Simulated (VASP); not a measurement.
# FeSi (P2_13) in VASP: further runs, part 2 of 2

VASP 6.6.1. Earlier steps stand in the parts before.

**3. Single point, PBEsol (volume scaled by 0.91, then relaxed in part)**

Input file INCAR:

```
SYSTEM = FeSi
PREC = Accurate ; ENCUT = 520
EDIFF = 1E-6 ; ISMEAR = 0
SIGMA = 0.01 ; LREAL = .FALSE.
LASPH = .TRUE. ; NELM = 80
ALGO = Normal ; ISIF = 2
LWAVE = .FALSE. ; LCHARG = .FALSE.
GGA = PS ; NBANDS = 34
```

Input file KPOINTS:

```
regular mesh
0
G
  8 8 8
  0 0 0
```

Input file POSCAR:

```
FeSi
1.0
    4.2670056606      0.0000000000      0.0000000000
    0.0000000000      4.2670056606      0.0000000000
    0.0000000000      0.0000000000      4.2670056606
Fe Si
4 4
Direct
    0.1402027431      0.1402027431      0.1402027431
    0.3597972569      0.8597972569      0.6402027431
    0.6402027431      0.3597972569      0.8597972569
    0.8597972569      0.6402027431      0.3597972569
    0.8425214375      0.8425214375      0.8425214375
    0.6574785625      0.1574785625      0.3425214375
    0.3425214375      0.6574785625      0.1574785625
    0.1574785625      0.3425214375      0.6574785625
```

Potentials or basis: VASP PAW PBE potentials, release 64 (Fe, Si).

Started as:

```
cat potpaw_PBE.64/Fe/POTCAR potpaw_PBE.64/Si/POTCAR > POTCAR
mpirun -np 1 vasp_std > vasp.out
```

OUTCAR:

```text
SYSTEM = FeSi
   PREC = Accurate
   ENCUT = 520
   EDIFF = 1E-6
   ISMEAR = 0
   LREAL = .FALSE.
   LASPH = .TRUE.
   NELM = 80
   ISIF = 2
   GGA = PS

 ion  position               nearest neighbor table
   1  0.140  0.140  0.140-   5 2.20   6 2.23   7 2.23   8 2.23   7 2.37   8 2.37   6 2.37   3 2.62
                             4 2.62   2 2.62   2 2.62   4 2.62   3 2.62
   2  0.360  0.860  0.640-   6 2.20   5 2.23   7 2.23   8 2.23   7 2.37   8 2.37   5 2.37   1 2.62
                             1 2.62   3 2.62   3 2.62   4 2.62   4 2.62
   3  0.640  0.360  0.860-   7 2.20   6 2.23   5 2.23   8 2.23   8 2.37   6 2.37   5 2.37   1 2.62
                             4 2.62   2 2.62   2 2.62   4 2.62   1 2.62
   4  0.860  0.640  0.360-   8 2.20   6 2.23   7 2.23   5 2.23   6 2.37   5 2.37   7 2.37   1 2.62
                             3 2.62   2 2.62   1 2.62   2 2.62   3 2.62
   5  0.843  0.843  0.843-   1 2.20   2 2.23   3 2.23   4 2.23   3 2.37   4 2.37   2 2.37   6 2.64
                             7 2.64   8 2.64   6 2.64   8 2.64   7 2.64
   6  0.657  0.157  0.343-   2 2.20   1 2.23   3 2.23   4 2.23   3 2.37   4 2.37   1 2.37   8 2.64
                             5 2.64   5 2.64   7 2.64   7 2.64   8 2.64
   7  0.343  0.657  0.157-   3 2.20   2 2.23   1 2.23   4 2.23   4 2.37   2 2.37   1 2.37   8 2.64
                             5 2.64   8 2.64   6 2.64   6 2.64   5 2.64
   8  0.157  0.343  0.657-   4 2.20   2 2.23   3 2.23   1 2.23   2 2.37   1 2.37   3 2.37   7 2.64
                             5 2.64   7 2.64   5 2.64   6 2.64   6 2.64

  LATTYP: Found a simple cubic cell.
 ALAT       =     4.2670056606

  Lattice vectors:

 A1 = (   4.2670056606,   0.0000000000,   0.0000000000)
 A2 = (   0.0000000000,   4.2670056606,   0.0000000000)
 A3 = (   0.0000000000,   0.0000000000,   4.2670056606)

Analysis of symmetry for initial positions (statically):
=====================================================================
 Subroutine PRICEL returns:
 Original cell was already a primitive cell.

 Routine SETGRP: Setting up the symmetry group for a
 simple cubic supercell.

 Subroutine GETGRP returns: Found 12 space group operations
 (whereof  3 operations were pure point group operations)
 out of a pool of 48 trial point group operations.

The static configuration has the point symmetry C_3 .
[... 157 lines left out ...]
   LRPA    =     F    only Hartree local field effects (RPA)
 non-spin polarized calculation
 Gauss-broadening in eV      SIGMA  =   0.01
  energy-cutoff  :      520.00
  volume of cell :       77.69
 maximum number of plane-waves:      2176
   NGX = 15   NGY = 15   NGZ = 15

 number of electron      48.0000059 magnetization

 Free energy of the ion-electron system (eV)
  ---------------------------------------------------
  ext. energy  EPLUGINS =         0.00000000
  ---------------------------------------------------
  free energy    TOTEN  =       -63.17060594 eV

  energy without entropy =      -63.17060594  energy(sigma->0) =      -63.17060594

 E-fermi :  11.3944     XC(G=0): -13.5322

 val. band max:       11.3205859003   @ k =   0.2500   0.1250   0.1250
 cond. band min:      11.4583653687   @ k =   0.3750   0.1250   0.1250
 fundamental gap:      0.1377794684
 Fermi energy:        11.3944474806

 k-point     1 :       0.0000    0.0000    0.0000
  band No.  band energies     occupation
      1      -2.9482      2.00000
      2       2.8293      2.00000
      3       2.8293      2.00000
      4       2.8293      2.00000
      5       5.7077      2.00000
      6       5.7077      2.00000
[... 877 lines left out ...]
     33      16.2768      0.00000
     34      16.9138      0.00000

 [... further k-points ...]

------------------------ aborting loop because EDIFF is reached ----------------------------------------

  FORCE on cell =-STRESS in cart. coord.  units (eV):
  Direction    XX          YY          ZZ          XY          YZ          ZX
  --------------------------------------------------------------------------------------
  -------------------------------------------------------------------------------------
  Total       14.1301659     14.1301659     14.1301659     -0.0000000     -0.0000000     -0.0000000
  in kB      291.3990864    291.3990864    291.3990864     -0.0000000     -0.0000000     -0.0000000
  external PRESSURE =     291.3990864 kB  Pullay stress =       0.0000000 kB

 VOLUME and BASIS-vectors are now :
 -----------------------------------------------------------------------------
  energy-cutoff  :      520.00
  volume of cell :       77.69
      direct lattice vectors                 reciprocal lattice vectors
     4.267005661  0.000000000  0.000000000     0.234356380  0.000000000  0.000000000
     0.000000000  4.267005661  0.000000000     0.000000000  0.234356380  0.000000000
     0.000000000  0.000000000  4.267005661     0.000000000  0.000000000  0.234356380

 POSITION                                       TOTAL-FORCE (eV/Angst)
 -----------------------------------------------------------------------------------
      0.59825      0.59825      0.59825         0.030492      0.030492      0.030492
      1.53526      3.66876      2.73175        -0.030492     -0.030492      0.030492
      2.73175      1.53526      3.66876         0.030492     -0.030492     -0.030492
      3.66876      2.73175      1.53526        -0.030492      0.030492     -0.030492
      3.59504      3.59504      3.59504         0.001404      0.001404      0.001404
      2.80546      0.67196      1.46154        -0.001404     -0.001404      0.001404
      1.46154      2.80546      0.67196         0.001404     -0.001404     -0.001404
      0.67196      1.46154      2.80546        -0.001404      0.001404     -0.001404
 -----------------------------------------------------------------------------------
    total drift:                               -0.000000     -0.000000     -0.000000

  FREE ENERGIE OF THE ION-ELECTRON SYSTEM (eV)
  ---------------------------------------------------
  free  energy   TOTEN  =       -63.1706059357 eV

  energy  without entropy=      -63.1706059357  energy(sigma->0) =      -63.17060594
```

OSZICAR:

```text
N       E                     dE             d eps       ncg     rms          rms(c)
DAV:   1     0.364646455943E+03    0.36465E+03   -0.19698E+04  3060   0.162E+03
DAV:   2    -0.381506268666E+02   -0.40280E+03   -0.38134E+03  3060   0.378E+02
DAV:   3    -0.698908378736E+02   -0.31740E+02   -0.28672E+02  3446   0.126E+02
DAV:   4    -0.714177678371E+02   -0.15269E+01   -0.15093E+01  4486   0.263E+01
DAV:   5    -0.714428414620E+02   -0.25074E-01   -0.25037E-01  4186   0.373E+00    0.391E+01
DAV:   6    -0.728985199990E+02   -0.14557E+01   -0.13113E+02  4578   0.142E+02    0.256E+01
DAV:   7    -0.635921131552E+02    0.93064E+01   -0.50606E+01  4272   0.101E+02    0.111E+01
DAV:   8    -0.632680797458E+02    0.32403E+00   -0.34173E+00  4632   0.150E+01    0.294E+00
DAV:   9    -0.631815470947E+02    0.86533E-01   -0.20965E-01  4916   0.521E+00    0.108E+00
DAV:  10    -0.631707564542E+02    0.10791E-01   -0.19295E-02  4788   0.119E+00    0.242E-01
DAV:  11    -0.631706431306E+02    0.11332E-03   -0.10986E-03  3398   0.335E-01    0.132E-01
DAV:  12    -0.631706059743E+02    0.37156E-04   -0.11632E-04  3840   0.532E-02    0.490E-02
DAV:  13    -0.631706086595E+02   -0.26852E-05   -0.27245E-05  4798   0.490E-02    0.265E-02
DAV:  14    -0.631706060756E+02    0.25838E-05   -0.12739E-05  4524   0.439E-02    0.536E-03
DAV:  15    -0.631706059357E+02    0.13994E-06   -0.52327E-07  1764   0.618E-03
   1 F= -.63170606E+02 E0= -.63170606E+02  d E =-.479670E-21
```

stdout:

```text
POSCAR found type information on POSCAR FeSi
 POSCAR found :  2 types and       8 ions
 scaLAPACK will be used
 -----------------------------------------------------------------------------
|                                                                             |
|                                                                             |
|     You enforced a specific xc type in the INCAR file but a different       |
|     I HOPE YOU KNOW WHAT YOU ARE DOING!                                     |
|                                                                             |
 -----------------------------------------------------------------------------

 LDA part: xc-table for (Slater+PW92), standard interpolation
 POSCAR, INCAR and KPOINTS ok, starting setup
 FFT: planning ... GRIDC
 FFT: planning ... GRID_SOFT
 FFT: planning ... GRID
 WAVECAR not read
 entering main loop
```

It took 37 s on 1 thread of Intel Xeon 6975P-C (Granite Rapids), shared host; peak memory 0.23 GiB.

Results:

```
Free energy            : -63.1706 eV
Pressure               : 29.1 GPa
Largest force          : 0.053 eV/Å
Band gap on the k mesh : 0.14 eV, indirect (least direct gap 0.17 eV)
```

Forces in eV/Å, atoms in the order of the input:
```
Fe   0.030  0.030  0.030
Fe  -0.030 -0.030  0.030
Fe   0.030 -0.030 -0.030
Fe  -0.030  0.030 -0.030
Si   0.001  0.001  0.001
Si  -0.001 -0.001  0.001
Si   0.001 -0.001 -0.001
Si  -0.001  0.001 -0.001
```

Caveat: the PAW data sets were made with another functional, which shifts forces and pressure a little. Spin polarisation is off, so any magnetic state and its effect on volume and gap are missing.

**4. Single point, PBEsol (volume scaled by 0.94, then relaxed in part)**

Input file INCAR:

```
SYSTEM = FeSi
  PREC = Accurate
  ENCUT = 520
  EDIFF = 1E-6
  ISMEAR = 0
  SIGMA = 0.01
  LREAL = .FALSE.
  LASPH = .TRUE.
  NELM = 100
  ALGO = Normal
  ISIF = 2
  LWAVE = .FALSE.
  LCHARG = .FALSE.
  GGA = PS
  NBANDS = 34
```

KPOINTS is that of step 3.

Input file POSCAR:

```
FeSi
1.0
    4.3133897908      0.0000000000      0.0000000000
    0.0000000000      4.3133897908      0.0000000000
    0.0000000000      0.0000000000      4.3133897908
Fe Si
4 4
Direct
    0.1392022911      0.1392022911      0.1392022911
    0.3607977089      0.8607977089      0.6392022911
    0.6392022911      0.3607977089      0.8607977089
    0.8607977089      0.6392022911      0.3607977089
    0.8420640831      0.8420640831      0.8420640831
    0.6579359169      0.1579359169      0.3420640831
    0.3420640831      0.6579359169      0.1579359169
    0.1579359169      0.3420640831      0.6579359169
```

Started as:

```
cat potpaw_PBE.64/Fe/POTCAR potpaw_PBE.64/Si/POTCAR > POTCAR
mpirun -np 1 vasp_std > vasp.out
```

Run time: 40 s. Hardware: 1 thread of Intel Xeon 6975P-C (Granite Rapids), shared host; peak memory 0.23 GiB.

It converged, with:

- Free energy: -63.5432 eV
- Pressure: 18.0 GPa
- Largest force: 0.051 eV/Å
- Band gap on the k mesh: 0.14 eV, indirect (least direct gap 0.17 eV)

Forces in eV/Å, atoms in the order of the input:
```
Fe   0.030  0.030  0.030
Fe  -0.030 -0.030  0.030
Fe   0.030 -0.030 -0.030
Fe  -0.030  0.030 -0.030
Si   0.002  0.002  0.002
Si  -0.002 -0.002  0.002
Si   0.002 -0.002 -0.002
Si  -0.002  0.002 -0.002
```

Levels at points of the mesh, in eV from the valence-band top:
| k point | band 20 | band 21 | band 22 | band 23 | band 24 | band 25 | band 26 | band 27 | band 28 | band 29 |
| --- | --- | --- | --- | --- | --- | --- | --- | --- | --- | --- |
| (0.00, 0.00, 0.00) | -0.32 | -0.32 | -0.32 | -0.06 | -0.06 | 0.74 | 0.74 | 0.74 | 3.51 | 3.51 |
| (0.50, 0.00, 0.00) | -1.43 | -0.44 | -0.44 | 0.00 | 0.00 | 0.18 | 0.18 | 1.91 | 1.91 | 2.63 |
| (0.50, 0.50, 0.00) | -1.46 | -1.15 | -1.15 | -0.41 | -0.41 | 0.69 | 0.69 | 1.47 | 1.47 | 3.14 |
| (0.50, 0.50, 0.50) | -0.85 | -0.78 | -0.78 | -0.78 | -0.78 | 0.53 | 0.53 | 0.53 | 0.53 | 6.28 |

Caveat: the PAW data sets were made with another functional, which shifts forces and pressure a little. Spin polarisation is off, so any magnetic state and its effect on volume and gap are missing.

**5. Single point, PBEsol (volume scaled by 0.97, then relaxed in part)**

Input file INCAR:

```
PREC = Accurate
ENCUT = 520
EDIFF = 1E-6
ISMEAR = 0
SIGMA = 0.01
LREAL = False
LASPH = True
NELM = 80
ALGO = Normal
ISIF = 2
LWAVE = False
LCHARG = True
GGA = PS
LELF = True
LVHAR = True
NBANDS = 34
```

Input file KPOINTS:

```
regular mesh
0
Gamma
  8 8 8
```

Input file POSCAR:

```
FeSi
1.0
    4.3587972307      0.0000000000      0.0000000000
    0.0000000000      4.3587972307      0.0000000000
    0.0000000000      0.0000000000      4.3587972307
Fe Si
4 4
Direct
    0.1380908413      0.1380908413      0.1380908413
    0.3619091587      0.8619091587      0.6380908413
    0.6380908413      0.3619091587      0.8619091587
    0.8619091587      0.6380908413      0.3619091587
    0.8415609112      0.8415609112      0.8415609112
    0.6584390888      0.1584390888      0.3415609112
    0.3415609112      0.6584390888      0.1584390888
    0.1584390888      0.3415609112      0.6584390888
```

Started as:

```
cat potpaw_PBE.64/Fe/POTCAR potpaw_PBE.64/Si/POTCAR > POTCAR
mpirun -np 1 vasp_std > vasp.out
```

It took 39 s on 1 thread of Intel Xeon 6975P-C (Granite Rapids), shared host; peak memory 0.23 GiB.

The run converged. Its results:

| Quantity | Value |
| --- | --- |
| Free energy | -63.7517 eV |
| Pressure | 8.6 GPa |
| Largest force | 0.049 eV/Å |
| Band gap on the k mesh | 0.14 eV, indirect (least direct gap 0.16 eV) |

Forces in eV/Å, atoms in the order of the input:
```
Fe   0.028  0.028  0.028
Fe  -0.028 -0.028  0.028
Fe   0.028 -0.028 -0.028
Fe  -0.028  0.028 -0.028
Si   0.002  0.002  0.002
Si  -0.002 -0.002  0.002
Si   0.002 -0.002 -0.002
Si  -0.002  0.002 -0.002
```

Levels at points of the mesh, in eV from the valence-band top:
```tsv
k point	band 21	band 22	band 23	band 24	band 25	band 26	band 27	band 28
(0.00, 0.00, 0.00)	-0.31	-0.31	-0.05	-0.05	0.71	0.71	0.71	3.35
(0.50, 0.00, 0.00)	-0.42	-0.42	-0.01	-0.01	0.18	0.18	1.84	1.84
(0.50, 0.50, 0.00)	-1.10	-1.10	-0.39	-0.39	0.67	0.67	1.41	1.41
(0.50, 0.50, 0.50)	-0.73	-0.73	-0.73	-0.73	0.51	0.51	0.51	0.51
```

Caveat: the PAW data sets were made with another functional, which shifts forces and pressure a little. A k mesh can miss the band edges.

**6. The runs side by side**

```tsv
cell	gap on the mesh (eV)	pressure (GPa)	largest force (eV/Å)
a = 4.220 Å, 8 atoms	0.14	42.3	0.05
a = 4.267 Å, 8 atoms	0.14	29.1	0.05
a = 4.313 Å, 8 atoms	0.14	18.0	0.05
a = 4.359 Å, 8 atoms	0.14	8.6	0.05
```

Alike in all rows: task single point; level PBEsol; potentials or basis VASP PAW PBE potentials, release 64 (Fe, Si); no spin polarisation; k mesh 8 × 8 × 8; cutoff (eV) 520; smearing gaussian 0.01 eV.

Caveats: the PAW data sets were made with another functional, which shifts forces and pressure a little.

Absolute energies hang on the potentials; compare differences alone.
